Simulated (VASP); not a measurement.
A run of VASP 6.6.1:

Contents of INCAR:

```
SYSTEM = HfO2
  PREC = Accurate
  ENCUT = 520
  EDIFF = 1E-8
  ISMEAR = 0
  SIGMA = 0.01
  LREAL = .FALSE.
  LASPH = .TRUE.
  NELM = 100
  ALGO = Normal
  ISIF = 2
  LWAVE = .FALSE.
  LCHARG = .FALSE.
  METAGGA = R2SCAN
  LMIXTAU = .TRUE.
  LCALCEPS = .TRUE.
```

Contents of KPOINTS:

```
regular mesh
0
G
  6 6 4
  0 0 0
```

Contents of POSCAR:

```
HfO2
1.0
    3.5051588118      0.0000000000      0.0000000000
    0.0000000000      3.5051588118      0.0000000000
    0.0000000000      0.0000000000      5.0981799188
Hf O
2 4
Direct
    0.5000000000      0.5000000000      0.5000000000
    0.0000000000      0.0000000000      0.0000000000
    0.0000000000      0.5000000000      0.7075421548
    0.5000000000      0.0000000000      0.7924578452
    0.5000000000      0.0000000000      0.2924578452
    0.0000000000      0.5000000000      0.2075421548
```

Potentials or basis: VASP PAW PBE potentials, release 64 (Hf_pv, O).

Run with:

```sh
$ cat potpaw_PBE.64/Hf_pv/POTCAR potpaw_PBE.64/O/POTCAR > POTCAR
$ mpirun -np 1 vasp_std > vasp.out
```

Hardware: 1 thread of Oxide Virtual Turin-like Processor (shared host).

Q: Estimate the wall time of this run.

A: Wall time 77 min on 1 thread of Oxide Virtual Turin-like Processor, on a shared host, peak memory 0.41 GiB. Counts: scf iterations 73, k points 30.
